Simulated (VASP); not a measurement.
# Se (Pm-3n) in VASP: a series of runs, part 3 of 3

VASP 6.6.1.

## Step 4: Relaxation of cell and atoms, BLYP

This run uses another cell than the first one, of 21.81 Å³/atom.

Contents of INCAR:

```
SYSTEM = Se
PREC = Accurate
ENCUT = 600
EDIFF = 1E-6
ISMEAR = -1
SIGMA = 0.1
LREAL = .FALSE.
LASPH = .TRUE.
NELM = 60
ALGO = Normal
ISIF = 3
LWAVE = .FALSE.
LCHARG = .FALSE.
GGA = B5
ALDAX = 1.0
AGGAX = 1.0
AGGAC = 1.0
ALDAC = 0.0
IBRION = 2
NSW = 80
EDIFFG = -0.01
```

Contents of KPOINTS:

```
Automatic mesh
0
G
  5 5 5
  0 0 0
```

Contents of POSCAR:

```
Se
1.0
    5.5877784105      0.0000000000      0.0000000000
    0.0000000000      5.5877784105      0.0000000000
    0.0000000000      0.0000000000      5.5877784105
Se
8
Direct
    0.0000000000      0.0000000000      0.0000000000
    0.5000000000      0.5000000000      0.5000000000
    0.2500000000      0.0000000000      0.5000000000
    0.7500000000      0.0000000000      0.5000000000
    0.5000000000      0.2500000000      0.0000000000
    0.5000000000      0.7500000000      0.0000000000
    0.0000000000      0.5000000000      0.2500000000
    0.0000000000      0.5000000000      0.7500000000
```

Potentials or basis: VASP PAW PBE potentials, release 64 (Se).

Run with:

```console
> cat potpaw_PBE.64/Se/POTCAR > POTCAR
> mpirun -np 1 vasp_std > vasp.out
```

OUTCAR:

```text
SYSTEM = Se
   PREC = Accurate
   ENCUT = 600
   EDIFF = 1E-6
   ISMEAR = -1
   LREAL = .FALSE.
   LASPH = .TRUE.
   NELM = 60
   ISIF = 3
   GGA = B5
   IBRION = 2
   NSW = 80
   EDIFFG = -0.01

 ion  position               nearest neighbor table
   1  0.000  0.000  0.000-
   2  0.500  0.500  0.500-
   3  0.250  0.000  0.500-
   4  0.750  0.000  0.500-
   5  0.500  0.250  0.000-
   6  0.500  0.750  0.000-
   7  0.000  0.500  0.250-
   8  0.000  0.500  0.750-

  LATTYP: Found a simple cubic cell.
 ALAT       =     5.5877784105

  Lattice vectors:

 A1 = (   5.5877784105,   0.0000000000,   0.0000000000)
 A2 = (   0.0000000000,   5.5877784105,   0.0000000000)
 A3 = (   0.0000000000,   0.0000000000,   5.5877784105)

Analysis of symmetry for initial positions (statically):
=====================================================================
 Subroutine PRICEL returns:
 Original cell was already a primitive cell.

 Routine SETGRP: Setting up the symmetry group for a
 simple cubic supercell.

 Subroutine GETGRP returns: Found 48 space group operations
 (whereof 24 operations were pure point group operations)
 out of a pool of 48 trial point group operations.

The static configuration has the point symmetry T_h .
 The point group associated with its full space group is O_h .

Analysis of symmetry for dynamics (positions and initial velocities):
=====================================================================
 Subroutine PRICEL returns:
 Original cell was already a primitive cell.

 Routine SETGRP: Setting up the symmetry group for a
 simple cubic supercell.

 Subroutine GETGRP returns: Found 48 space group operations
 (whereof 24 operations were pure point group operations)
 out of a pool of 48 trial point group operations.

The dynamic configuration has the point symmetry T_h .
 The point group associated with its full space group is O_h .

[... 100 lines left out ...]
   NFREE  =      1    steps in history (QN), initial steepest desc. (CG)
   ISIF   =      3    stress and relaxation
   ISYM   =      2    0-nonsym 1-usesym 2-fastsym
   POTIM  = 0.5000    time-step for ionic-motion
   TEBEG  =    0.0;   TEEND  =   0.0 temperature during run
   PSTRESS=    0.0 pullay stress
   NELECT =      48.0000    total number of electrons
   NUPDOWN=      -1.0000    fix difference up-down
   EMIN   =  10.00;   EMAX   =-10.00  energy-range for DOS
   EFERMI =   0.00;   METHOD = LEGACY
   ISMEAR =    -1;   SIGMA  =   0.10  broadening in eV -4-tet -1-fermi 0-gaus
   EFERMI_NEDOS =   21; number of points for ismear=-14 and -15
   IALGO  =     38    algorithm
   IMIX   =      4    mixing-type and parameters
     AMIX     =   0.40;   BMIX     =  1.00
     AMIX_MAG =   1.60;   BMIX_MAG =  1.00
  volume/ion in A,a.u.               =      21.81       147.17
  Fermi-wavevector in a.u.,A,eV,Ry     =   1.064754  2.012094 15.424948  1.133702
  Thomas-Fermi vector in A             =   2.200283
   LORBIT       =      0    0 simple, 1 ext, 2 COOP (PROOUT), +10 PAW based schemes
   GGA     = B5    functional components
   LHFCALC =     F    Hartree Fock is set to
   AEXX    =    0.0000 exact exchange contribution
   IVDW    =     0    specifies the selected vdW correction
   LEPSILON=     F    determine dielectric tensor
   LRPA    =     F    only Hartree local field effects (RPA)
 conjugate gradient relaxation of ions
 non-spin polarized calculation
  energy-cutoff  :      600.00
  volume of cell :      174.47
 maximum number of plane-waves:      5850
 NGX is ok and might be reduce to    48
   NGX = 23   NGY = 23   NGZ = 23

--------------------------------------- Ionic step        1  -------------------------------------------

 number of electron      48.0000000 magnetization

 Free energy of the ion-electron system (eV)
  ---------------------------------------------------
  ext. energy  EPLUGINS =         0.00000000
  ---------------------------------------------------
  free energy    TOTEN  =       -16.65814530 eV

  energy without entropy =      -16.31912611  energy(sigma->0) =      -16.48863571

------------------------ aborting loop because EDIFF is reached ----------------------------------------

  FORCE on cell =-STRESS in cart. coord.  units (eV):
  Direction    XX          YY          ZZ          XY          YZ          ZX
  --------------------------------------------------------------------------------------
  -------------------------------------------------------------------------------------
  Total        4.6122542      4.6122542      4.6122542     -0.0000000      0.0000000      0.0000000
  in kB       42.3551561     42.3551561     42.3551561     -0.0000000      0.0000000      0.0000000
  external PRESSURE =      42.3551561 kB  Pullay stress =       0.0000000 kB
[... 71 lines left out ...]
--------------------------------------- Ionic step        3  -------------------------------------------

 number of electron      47.9999993 magnetization

 Free energy of the ion-electron system (eV)
  ---------------------------------------------------
  ext. energy  EPLUGINS =         0.00000000
  ---------------------------------------------------
  free energy    TOTEN  =       -16.82820222 eV

  energy without entropy =      -16.44435181  energy(sigma->0) =      -16.63627702

 E-fermi :   4.0874     XC(G=0):  -9.2748

 val. band max:        4.0715489563   @ k =   0.4000   0.0000   0.0000
 cond. band min:       4.1268232248   @ k =   0.4000   0.2000   0.0000
 fundamental gap:      0.0552742686
 Fermi energy:         4.0873712240

 k-point     1 :       0.0000    0.0000    0.0000
  band No.  band energies     occupation
      1     -10.7682      2.00000
      2      -8.7992      2.00000
      3      -8.7992      2.00000
      4      -8.6874      2.00000
      5      -7.5485      2.00000
      6      -7.3539      2.00000
[... 344 lines left out ...]
  FREE ENERGIE OF THE ION-ELECTRON SYSTEM (eV)
  ---------------------------------------------------
  free  energy   TOTEN  =       -16.8282022179 eV

  energy  without entropy=      -16.4443518145  energy(sigma->0) =      -16.63627702

 reached required accuracy - stopping structural energy minimisation
```

CONTCAR:

```text
Se
   1.00000000000000
     5.7314646821906683   -0.0000000000000000    0.0000000000000000
    -0.0000000000000000    5.7314646821906683    0.0000000000000000
     0.0000000000000000    0.0000000000000000    5.7314646821906683
  Se
     8
Direct
     0.0000000000000000    0.0000000000000000    0.0000000000000000
     0.5000000000000000    0.5000000000000000    0.5000000000000000
     0.2500000000000000    0.0000000000000000    0.5000000000000000
     0.7500000000000000    0.0000000000000000    0.5000000000000000
     0.5000000000000000    0.2500000000000000    0.0000000000000000
     0.5000000000000000    0.7500000000000000    0.0000000000000000
     0.0000000000000000    0.5000000000000000    0.2500000000000000
     0.0000000000000000    0.5000000000000000    0.7500000000000000

  0.00000000E+00  0.00000000E+00  0.00000000E+00
  0.00000000E+00  0.00000000E+00  0.00000000E+00
  0.00000000E+00  0.00000000E+00  0.00000000E+00
  0.00000000E+00  0.00000000E+00  0.00000000E+00
  0.00000000E+00  0.00000000E+00  0.00000000E+00
  0.00000000E+00  0.00000000E+00  0.00000000E+00
  0.00000000E+00  0.00000000E+00  0.00000000E+00
  0.00000000E+00  0.00000000E+00  0.00000000E+00
```

Wall time 2.8 min (1 thread of Intel Xeon Platinum 8488C (Sapphire Rapids), shared host); peak memory 0.34 GiB.

Results:

| Quantity | Value |
| --- | --- |
| Free energy | -16.8282 eV |
| Relaxed volume | 23.53 Å³/atom |
| Relaxed cell | a = 5.731 Å, b = 5.731 Å, c = 5.731 Å, α = 90.00°, β = 90.00°, γ = 90.00° |
| Space group after relaxing (to 0.1 Å) | Pm-3n (No. 223) |
| Energy gained by relaxing | 21.3 meV/atom |
| Ionic steps | 3 |
| Pressure after relaxing | 0.0 GPa |
| Band gap on the k mesh | zero (bands 24 and 25 overlap by 0.37 eV) |

Step by step:
| step | energy change (eV) | largest force (eV/Å) | pressure (GPa) | volume (Å³) |
| --- | --- | --- | --- | --- |
| 1 | 0.0000 | 0.0000 | 4.24 | 174.47 |
| 2 | -0.1691 | 0.0000 | -0.27 | 189.44 |
| 3 | -0.1701 | 0.0000 | 0.01 | 188.28 |

Final structure:
```
Se
1.0
     5.73146    0.00000    0.00000
     0.00000    5.73146    0.00000
     0.00000    0.00000    5.73146
Se
8
Cartesian
  0.0000 0.0000 0.0000
  2.8657 2.8657 2.8657
  1.4329 0.0000 2.8657
  4.2986 0.0000 2.8657
  2.8657 1.4329 0.0000
  2.8657 4.2986 0.0000
  0.0000 2.8657 1.4329
  0.0000 2.8657 4.2986
```

Levels at points of the mesh, in eV from the Fermi level:
| k point | band 21 | band 22 | band 23 | band 24 | band 25 | band 26 |
| --- | --- | --- | --- | --- | --- | --- |
| (0.00, 0.00, 0.00) | -0.15 | -0.15 | -0.15 | 0.20 | 0.20 | 0.20 |

Caveat: the PAW data sets were made with another functional, which shifts forces and pressure a little.

## Step 5: The runs side by side

| task | cell | k mesh | cutoff (eV) | gap on the mesh (eV) | pressure (GPa) |
| --- | --- | --- | --- | --- | --- |
| single point | a = 5.727 Å, 8 atoms | 5 × 5 × 5 | 520 | none | 0.1 |
| single point | a = 5.727 Å, 8 atoms | 6 × 6 × 6 | 520 | none | 0.0 |
| relaxation of cell and atoms | relaxed from a = 5.588 Å, 8 atoms | 5 × 5 × 5 | 600 | none | 0.0 |

Alike in all rows: level BLYP; potentials or basis VASP PAW PBE potentials, release 64 (Se); no spin polarisation; smearing fermi-dirac 0.1 eV.

Caveats: the PAW data sets were made with another functional, which shifts forces and pressure a little.

Absolute energies hang on the potentials; compare differences alone.
